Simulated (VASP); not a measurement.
# Si7O16 (a cell with a defect) in VASP: further runs

The runs below take Si7O16 (a cell with a defect) through single point, with PBEsol.

All numbers are computed with VASP 6.6.1; they aren't measurements. Logs are shortened: lines on timing, memory, paths and dates and some standing lists are left out, and cuts for length are marked.

### Step 1. The cell of the first run

The cell holds a defect, 23 atoms: a = 7.045 Å, b = 7.045 Å, c = 7.335 Å, α = 90.00°, β = 90.00°, γ = 90.00°.

### Step 2. Single point, PBEsol, collinear spin

Contents of INCAR:

```
PREC = Accurate
ENCUT = 520
EDIFF = 1E-6
ISMEAR = 0
SIGMA = 0.02
LREAL = Auto
LASPH = True
NELM = 150
ALGO = Normal
ISIF = 2
LWAVE = False
LCHARG = False
ISPIN = 2
MAGMOM = 0 0 0 0 0 0 0 0.5 0 0 0 0 0 0 0.5 0 0.5 0 0 0 0 0.5 0
LORBIT = 11
GGA = PS
NBANDS = 83
```

Contents of KPOINTS:

```
Automatic mesh
0
Gamma
  2 2 2
  0.5 0.5 0.5
```

Contents of POSCAR:

```
Si7O16
1.0
   -4.9817508079     -4.9817508079      0.0000000000
   -4.9817508079      4.9817508079      0.0000000000
    0.0000000000      0.0000000000     -7.3354258847
Si O
7 16
Direct
    0.5139071176      0.4857078611      0.0020418776
    1.0096171056      0.5129866895      0.5006297521
    0.9977640576      1.0088054569      0.0006755068
    0.2420182486      0.2520835739      0.2379763074
    0.2710975438      0.7529572965      0.7627778338
    0.7335217915      0.7682117654      0.2671243732
    0.7552222868      0.2320860244      0.7306147250
    0.2722409449      0.0454096508      0.3372095544
    0.3417738227      0.5692475033      0.8794258231
    0.8323807721      0.6144603044      0.3992149067
    0.8419608383      0.0576220649      0.8459544051
    0.0727840395      0.2058836009      0.0910428968
    0.1132316658      0.6752466154      0.6216835108
    0.6067236014      0.6575238208      0.1173060910
    0.5826020228      0.1470449678      0.5969859866
    0.4336127993      0.3226395618      0.1366092660
    0.4761917873      0.8354635817      0.6773475545
    0.8976754736      0.8849779576      0.1605003051
    0.9229456315      0.3362793165      0.6165179768
    0.1662221596      0.4276292038      0.3619215865
    0.1738566764      0.9008118714      0.9035148389
    0.5868479829      0.9149438695      0.3825682924
    0.6681728444      0.3913033602      0.8666533173
```

Potentials or basis: VASP PAW PBE potentials, release 64 (Si, O).

Command:

```sh
> cat potpaw_PBE.64/Si/POTCAR potpaw_PBE.64/O/POTCAR > POTCAR
> mpirun -np 1 vasp_std > vasp.out
```

OUTCAR:

```text
PREC = Accurate
   ENCUT = 520
   EDIFF = 1E-6
   ISMEAR = 0
   LREAL = Auto
   LASPH = True
   NELM = 150
   ISIF = 2
   ISPIN = 2
   LORBIT = 11
   GGA = PS

 ion  position               nearest neighbor table
   1  0.514  0.486  0.002-  14 1.61  23 1.62  16 1.62   9 1.62   4 3.06   5 3.09
   2  0.010  0.513  0.501-  20 1.62  10 1.62  13 1.62  19 1.63   4 3.13
   3  0.998  0.009  0.001-  11 1.62  21 1.62  18 1.62  12 1.63   4 2.99   7 3.05
   4  0.242  0.252  0.238-  16 1.62  20 1.63  12 1.64   8 1.64   3 2.99   1 3.06   2 3.13
   5  0.271  0.753  0.763-  13 1.61  21 1.62   9 1.63  17 1.68   1 3.09
   6  0.734  0.768  0.267-  10 1.61  14 1.62  18 1.62  22 1.69
   7  0.755  0.232  0.731-  11 1.61  23 1.62  19 1.62  15 1.67   3 3.05
   8  0.272  0.045  0.337-   4 1.64
   9  0.342  0.569  0.879-   1 1.62   5 1.63
  10  0.832  0.614  0.399-   6 1.61   2 1.62
  11  0.842  0.058  0.846-   7 1.61   3 1.62
  12  0.073  0.206  0.091-   3 1.63   4 1.64
  13  0.113  0.675  0.622-   5 1.61   2 1.62
  14  0.607  0.658  0.117-   1 1.61   6 1.62
  15  0.583  0.147  0.597-   7 1.67
  16  0.434  0.323  0.137-   1 1.62   4 1.62
  17  0.476  0.835  0.677-   5 1.68
  18  0.898  0.885  0.161-   6 1.62   3 1.62
  19  0.923  0.336  0.617-   7 1.62   2 1.63
  20  0.166  0.428  0.362-   2 1.62   4 1.63
  21  0.174  0.901  0.904-   5 1.62   3 1.62
  22  0.587  0.915  0.383-   6 1.69
  23  0.668  0.391  0.867-   1 1.62   7 1.62

  LATTYP: Found a simple tetragonal cell.
 ALAT       =     7.0452595569
 C/A-ratio  =     1.0411860380

  Lattice vectors:

 A1 = (  -4.9817508079,  -4.9817508079,   0.0000000000)
 A2 = (  -4.9817508079,   4.9817508079,   0.0000000000)
 A3 = (   0.0000000000,   0.0000000000,  -7.3354258847)

Analysis of symmetry for initial positions (statically):
=====================================================================
 Subroutine PRICEL returns:
 Original cell was already a primitive cell.

 Routine SETGRP: Setting up the symmetry group for a
 simple tetragonal supercell.

 Subroutine GETGRP returns: Found  1 space group operations
 (whereof  1 operations were pure point group operations)
 out of a pool of 16 trial point group operations.

The static configuration has the point symmetry C_1 .

Analysis of symmetry for dynamics (positions and initial velocities):
=====================================================================
 Subroutine PRICEL returns:
 Original cell was already a primitive cell.

 Routine SETGRP: Setting up the symmetry group for a
 simple tetragonal supercell.

 Subroutine GETGRP returns: Found  1 space group operations
 (whereof  1 operations were pure point group operations)
 out of a pool of 16 trial point group operations.

The dynamic configuration has the point symmetry C_1 .

Analysis of structural, dynamic, and magnetic symmetry:
=====================================================================
 Subroutine PRICEL returns:
 Original cell was already a primitive cell.

 Routine SETGRP: Setting up the symmetry group for a
 simple tetragonal supercell.

 Subroutine GETGRP returns: Found  1 space group operations
 (whereof  1 operations were pure point group operations)
 out of a pool of 16 trial point group operations.

The overall configuration has the point symmetry C_1 .

 Subroutine INISYM returns: Found  1 space group operations
 (whereof  1 operations are pure point group operations),
 and found     1 'primitive' translations

----------------------------------------------------------------------------------------

                                     Primitive cell

  volume of cell :     364.0989

  direct lattice vectors                    reciprocal lattice vectors
    -4.981750808 -4.981750808  0.000000000    -0.100366321 -0.100366321  0.000000000
    -4.981750808  4.981750808  0.000000000    -0.100366321  0.100366321  0.000000000
     0.000000000  0.000000000 -7.335425885     0.000000000  0.000000000 -0.136324736

  length of vectors
     7.045259557  7.045259557  7.335425885     0.141939412  0.141939412  0.136324736

  position of ions in fractional coordinates (direct lattice)
     0.513907118  0.485707861  0.002041878
     0.009617106  0.512986690  0.500629752
     0.997764058  0.008805457  0.000675507
     0.242018249  0.252083574  0.237976307
     0.271097544  0.752957296  0.762777834
     0.733521792  0.768211765  0.267124373
[... 15 lines left out ...]
     0.586847983  0.914943870  0.382568292
     0.668172844  0.391303360  0.866653317

  ion indices of the primitive-cell ions
   primitive index   ion index
                 1           1
                 2           2
                 3           3
                 4           4
                 5           5
                 6           6
[... 15 lines left out ...]
                22          22
                23          23

----------------------------------------------------------------------------------------

 KPOINTS: Automatic mesh

Automatic generation of k-mesh.
 Grid dimensions read from file:
 generate k-points for:    2    2    2

 Generating k-lattice:

  Cartesian coordinates                     Fractional coordinates (reciprocal lattice)
    -0.050183160 -0.050183160  0.000000000     0.500000000  0.000000000  0.000000000
    -0.050183160  0.050183160  0.000000000     0.000000000  0.500000000  0.000000000
     0.000000000  0.000000000 -0.068162368     0.000000000  0.000000000  0.500000000

  Length of vectors
     0.070969706  0.070969706  0.068162368

  Shift w.r.t. Gamma in fractional coordinates (k-lattice)
     0.500000000  0.500000000  0.500000000

 Subroutine IBZKPT returns following result:
 ===========================================

 Found      4 irreducible k-points:

 Following reciprocal coordinates:
            Coordinates               Weight
  0.250000  0.250000  0.250000      2.000000
 -0.250000  0.250000  0.250000      2.000000
 -0.250000 -0.250000  0.250000      2.000000
  0.250000 -0.250000  0.250000      2.000000
   k-points           NKPTS =      4   k-points in BZ     NKDIM =      4   number of bands    NBANDS=     83
   number of dos      NEDOS =    301   number of ions     NIONS =     23
   total plane-waves  NPLWV = 163296
   dimension x,y,z NGX =    54 NGY =   54 NGZ =   56
   dimension x,y,z NGXF=   108 NGYF=  108 NGZF=  112
   ions per type =               7  16
   NGX,Y,Z   is equivalent  to a cutoff of  12.74, 12.74, 12.69 a.u.
   NGXF,Y,Z  is equivalent  to a cutoff of  25.48, 25.48, 25.38 a.u.
 SYSTEM =  unknown system
   PREC   = accura    normal or accurate (medium, high low for compatibility)
   ISTART =      0    job   : 0-new  1-cont  2-samecut
   ICHARG =      2    charge: 1-file 2-atom 10-const
   ISPIN  =      2    spin polarized calculation?
   LNONCOLLINEAR =      F non collinear calculations
   LSORBIT =      F    spin-orbit coupling
   LASPH  =      T    aspherical Exc in radial PAW
   ENCUT  =  520.0 eV  38.22 Ry    6.18 a.u.  13.10 13.10 13.64*2*pi/ulx,y,z
   NELM   =    150;   NELMIN=  2; NELMDL= -5     # of ELM steps
   EDIFF  = 0.1E-05   stopping-criterion for ELM
   LREAL  =      T    real-space projection
   EDIFFG = 0.1E-04   stopping-criterion for IOM
   NSW    =      0    number of steps for IOM
   IBRION =     -1    ionic relax: 0-MD 1-quasi-New 2-CG
   NFREE  =      0    steps in history (QN), initial steepest desc. (CG)
   ISIF   =      2    stress and relaxation
   ISYM   =      2    0-nonsym 1-usesym 2-fastsym
   POTIM  = 0.5000    time-step for ionic-motion
   TEBEG  =    0.0;   TEEND  =   0.0 temperature during run
   PSTRESS=    0.0 pullay stress
   NELECT =     124.0000    total number of electrons
   NUPDOWN=      -1.0000    fix difference up-down
   EMIN   =  10.00;   EMAX   =-10.00  energy-range for DOS
   EFERMI =   0.00;   METHOD = LEGACY
   ISMEAR =     0;   SIGMA  =   0.02  broadening in eV -4-tet -1-fermi 0-gaus
   EFERMI_NEDOS =   21; number of points for ismear=-14 and -15
   IALGO  =     38    algorithm
   IMIX   =      4    mixing-type and parameters
     AMIX     =   0.40;   BMIX     =  1.00
     AMIX_MAG =   1.60;   BMIX_MAG =  1.00
  volume/ion in A,a.u.               =      15.83       106.83
  Fermi-wavevector in a.u.,A,eV,Ry     =   1.143253  2.160435 17.783182  1.307027
  Thomas-Fermi vector in A             =   2.279948
   LORBIT       =     11    0 simple, 1 ext, 2 COOP (PROOUT), +10 PAW based schemes
   GGA     = PS    functional components
   LHFCALC =     F    Hartree Fock is set to
   AEXX    =    0.0000 exact exchange contribution
   IVDW    =     0    specifies the selected vdW correction
   LEPSILON=     F    determine dielectric tensor
   LRPA    =     F    only Hartree local field effects (RPA)
 spin polarized calculation
 Gauss-broadening in eV      SIGMA  =   0.02
  energy-cutoff  :      520.00
  volume of cell :      364.10
 maximum number of plane-waves:      9804
 NGX is ok and might be reduce to    54
   NGX = 27   NGY = 27   NGZ = 27

 number of electron     124.0000012 magnetization       4.0000133

 Free energy of the ion-electron system (eV)
  ---------------------------------------------------
  ext. energy  EPLUGINS =         0.00000000
  ---------------------------------------------------
  free energy    TOTEN  =      -175.28012049 eV

  energy without entropy =     -175.28012049  energy(sigma->0) =     -175.28012049

 E-fermi :  -0.3593     XC(G=0):  -8.0505

 val. band max:       -0.4779089321   @ k =  -0.2500  -0.2500   0.2500
 cond. band min:      -0.0334348973   @ k =  -0.2500   0.2500   0.2500
 fundamental gap:      0.4444740349
 Fermi energy:        -0.3592747015

 spin component 1

 k-point     1 :       0.2500    0.2500    0.2500
  band No.  band energies     occupation
      1     -20.1292      1.00000
      2     -19.8232      1.00000
      3     -19.7607      1.00000
      4     -19.4369      1.00000
      5     -19.0492      1.00000
      6     -19.0358      1.00000
[... 297 lines left out ...]
     73       8.3331      0.00000
     74       8.4044      0.00000
 Fermi energy:        -0.3592747015

 spin component 2

 k-point     1 :       0.2500    0.2500    0.2500
  band No.  band energies     occupation
      1     -20.0527      1.00000
      2     -19.7434      1.00000
      3     -19.6990      1.00000
      4     -19.2837      1.00000
      5     -18.9727      1.00000
      6     -18.9431      1.00000
[... 297 lines left out ...]
     73       8.4123      0.00000
     74       8.5126      0.00000
 [bands above 74 left out]

------------------------ aborting loop because EDIFF is reached ----------------------------------------

  FORCE on cell =-STRESS in cart. coord.  units (eV):
  Direction    XX          YY          ZZ          XY          YZ          ZX
  --------------------------------------------------------------------------------------
  -------------------------------------------------------------------------------------
  Total       -3.8056683     -1.0134928     -1.6023648      0.4645433      3.2239556      1.2877584
  in kB      -16.7464278     -4.4597644     -7.0510315      2.0441719     14.1866649      5.6666404
  external PRESSURE =      -9.4190746 kB  Pullay stress =       0.0000000 kB

 VOLUME and BASIS-vectors are now :
 -----------------------------------------------------------------------------
  energy-cutoff  :      520.00
  volume of cell :      364.10
      direct lattice vectors                 reciprocal lattice vectors
    -4.981750808 -4.981750808  0.000000000    -0.100366321 -0.100366321  0.000000000
    -4.981750808  4.981750808  0.000000000    -0.100366321  0.100366321  0.000000000
     0.000000000  0.000000000 -7.335425885     0.000000000  0.000000000 -0.136324736

 POSITION                                       TOTAL-FORCE (eV/Angst)
 -----------------------------------------------------------------------------------
     -4.97983     -0.14048     -0.01498        -0.005199     -0.007125     -0.004658
     -2.60348      2.50766     -3.67233        -0.008933      0.007431     -0.001544
     -5.01448     -4.92675     -0.00496         0.013308     -0.029881     -0.006067
     -2.46149      0.05014     -1.74566        -0.060682      0.030009      0.003635
     -5.10159      2.40051     -5.59530         0.030602      0.037393      0.002842
     -7.48126      0.17282     -1.95947         0.000777     -0.012246      0.004661
[... 15 lines left out ...]
     -7.48155      1.63449     -2.80630        -0.005607      0.096176     -0.054551
     -5.27805     -1.37929     -6.35727        -0.015076     -0.010363      0.000224
 -----------------------------------------------------------------------------------
    total drift:                               -0.006675     -0.006246     -0.015157

  FREE ENERGIE OF THE ION-ELECTRON SYSTEM (eV)
  ---------------------------------------------------
  free  energy   TOTEN  =      -175.2801204860 eV

  energy  without entropy=     -175.2801204860  energy(sigma->0) =     -175.28012049

 total charge

# of ion       s       p       d       tot
------------------------------------------
    1        0.645   1.002   0.000   1.646
    2        0.639   0.989   0.000   1.628
    3        0.645   0.995   0.000   1.640
    4        0.659   0.999   0.000   1.658
    5        0.651   0.982   0.000   1.633
    6        0.647   0.980   0.000   1.627
[... 15 lines left out ...]
   22        1.598   3.218   0.000   4.816
   23        1.543   3.679   0.000   5.222
--------------------------------------------------
tot         29.463  64.008   0.000  93.471

 magnetization (x)

# of ion       s       p       d       tot
------------------------------------------
    1       -0.000   0.000   0.000   0.000
    2       -0.000  -0.000   0.000  -0.001
    3       -0.000  -0.000   0.000  -0.000
    4       -0.004  -0.006   0.000  -0.010
    5       -0.004  -0.003   0.000  -0.007
    6       -0.001   0.002   0.000   0.001
[... 15 lines left out ...]
   22        0.024   0.780   0.000   0.804
   23        0.001   0.041   0.000   0.041
--------------------------------------------------
tot          0.056   3.214   0.000   3.269
```

It took 13 min on 1 thread of Oxide Virtual Turin-like, shared host; peak memory 0.55 GiB.

Results:

| Quantity | Value |
| --- | --- |
| Free energy | -175.2801 eV |
| Pressure | -0.9 GPa |
| Largest force | 0.146 eV/Å |
| Band gap on the k mesh | 0.44 eV |
| Net moment | 4.00 μB per cell |
| Site moments | Si +0.00, -0.00, -0.01 (each value once); O +0.64, +0.07, +0.02, +0.01, +0.03, +0.76, +0.75, +0.80, +0.04 (each value once) μB |
| Valence electrons inside the program's atomic spheres | Si 1.65, 1.63, 1.64, 1.66 (each value once); O 4.88, 5.21, 5.23, 5.20, 5.22, 4.84, 4.83, 4.82 (each value once) |

Forces on the atoms (eV/Å):
```
Si  -0.005 -0.007 -0.005
Si  -0.009  0.007 -0.002
Si   0.013 -0.030 -0.006
Si  -0.061  0.030  0.004
Si   0.031  0.037  0.003
Si   0.001 -0.012  0.005
Si  -0.023 -0.019 -0.001
O    0.079 -0.104 -0.064
O    0.015  0.019  0.012
O    0.013 -0.002 -0.008
O    0.032 -0.011  0.008
O   -0.019  0.048  0.005
O   -0.002  0.013 -0.003
O   -0.008  0.003  0.008
O    0.090  0.037  0.079
O    0.000 -0.026 -0.012
O   -0.102 -0.049  0.042
O   -0.007  0.002 -0.010
O    0.006 -0.015  0.002
O   -0.014 -0.007  0.011
O   -0.008  0.001 -0.013
O   -0.006  0.096 -0.055
O   -0.015 -0.010  0.000
```

Caveat: semilocal functionals underestimate gaps, and a narrow one can read as zero; the PAW data sets were made with another functional, which shifts forces and pressure a little.

### Step 3. Single point, PBEsol, collinear spin

Contents of INCAR:

```
PREC = Accurate ; ENCUT = 520
EDIFF = 1E-7 ; ISMEAR = 0
SIGMA = 0.02 ; LREAL = Auto
LASPH = True ; NELM = 150
ALGO = Normal ; ISIF = 2
LWAVE = False ; LCHARG = True
ISPIN = 2 ; MAGMOM = 0 0 0 0 0 0 0 0.5 0 0 0 0 0 0 0.5 0 0.5 0 0 0 0 0.5 0
LORBIT = 11 ; GGA = PS
LELF = True ; LVHAR = True
NELECT = 128.0 ; NBANDS = 83
```

KPOINTS is that of step 2.

Contents of POSCAR:

```
Si7O16
1.0
   -4.9817508079     -4.9817508079      0.0000000000
   -4.9817508079      4.9817508079      0.0000000000
    0.0000000000      0.0000000000     -7.3354258847
Si O
7 16
Direct
    0.4939347726      0.4984411499      0.0582019788
    1.0080435340      0.5012881662      0.5008065085
    0.9953539337      0.9986802250     -0.0591011178
    0.2183362710      0.1924403943      0.2420136378
    0.3064088665      0.7261269548      0.7594572573
    0.7766314093      0.7969906855      0.2403146033
    0.7033558006      0.2845430994      0.7566197019
    0.2624110763     -0.0091314376      0.3124236871
    0.3143306224      0.5829348866      0.9427156502
    0.8975037363      0.6424686937      0.3652418745
    0.8309085730      0.0944625123      0.8159689791
    0.0818097302      0.1779055001      0.0548595471
    0.1718375512      0.6117852157      0.6106528062
    0.5889032195      0.6656750023      0.1804443291
    0.5111604253      0.2560369491      0.6598490707
    0.3981010964      0.3332382852      0.1819794625
    0.5108963966      0.7745538647      0.7005072087
    0.9068456789      0.8172984259      0.0498503298
    0.8659756356      0.4129334154      0.6496536679
    0.0980226490      0.3345848163      0.3790885111
    0.1635974190      0.9052188567      0.8186857071
    0.7419948401      0.9952144166      0.3228442331
    0.6734307051      0.4052313915      0.9509970670
```

Potentials or basis: VASP PAW PBE potentials, release 64 (Si, O).

Command:

```sh
> cat potpaw_PBE.64/Si/POTCAR potpaw_PBE.64/O/POTCAR > POTCAR
> mpirun -np 1 vasp_std > vasp.out
```

Run time: 13 min. Hardware: 1 thread of Oxide Virtual Turin-like, shared host; peak memory 0.54 GiB.

Results (log left out):

* Free energy: -174.7429 eV
* Largest force: 0.241 eV/Å
* Net moment: 0.00 μB per cell
* Valence electrons inside the program's atomic spheres: Si 1.67, 1.69, 1.70 (each value once); O 5.09, 5.21, 5.25, 5.22, 5.23 (each value once)

Forces in eV/Å, atoms in the order of the input:
```
Si  -0.001  0.002 -0.017
Si  -0.020 -0.008 -0.002
Si   0.008 -0.006  0.014
Si  -0.093  0.133  0.015
Si   0.118  0.093 -0.004
Si   0.113 -0.128  0.034
Si  -0.120 -0.111 -0.057
O    0.128 -0.186 -0.066
O    0.036  0.030  0.003
O   -0.013  0.026  0.029
O    0.010  0.024  0.008
O   -0.041  0.023  0.001
O   -0.016 -0.004 -0.019
O   -0.018  0.015 -0.017
O    0.165  0.135  0.098
O    0.023 -0.008 -0.019
O   -0.199 -0.126  0.051
O    0.038 -0.019  0.005
O    0.017  0.014 -0.016
O    0.020 -0.022  0.026
O   -0.007 -0.016  0.011
O   -0.132  0.168 -0.079
O   -0.017 -0.030  0.001
```

Levels at points of the mesh, in eV from the Fermi level:
Spin up:
| k point | band 61 | band 62 | band 63 | band 64 | band 65 | band 66 | band 67 | band 68 |
| --- | --- | --- | --- | --- | --- | --- | --- | --- |
| (0.25, 0.25, 0.25) | -0.35 | -0.27 | -0.16 | -0.11 | 4.68 | 6.14 | 6.29 | 6.50 |
Spin down:
```csv
k point,band 61,band 62,band 63,band 64,band 65,band 66,band 67,band 68
"(0.25, 0.25, 0.25)",-0.35,-0.27,-0.16,-0.11,4.68,6.14,6.29,6.50
```

Caveat: the cell carries a net charge on a neutralising background, which shifts energy and pressure; the cell is charged against a uniform background, so pressure and absolute levels hang on convention; the PAW data sets were made with another functional, which shifts forces and pressure a little.
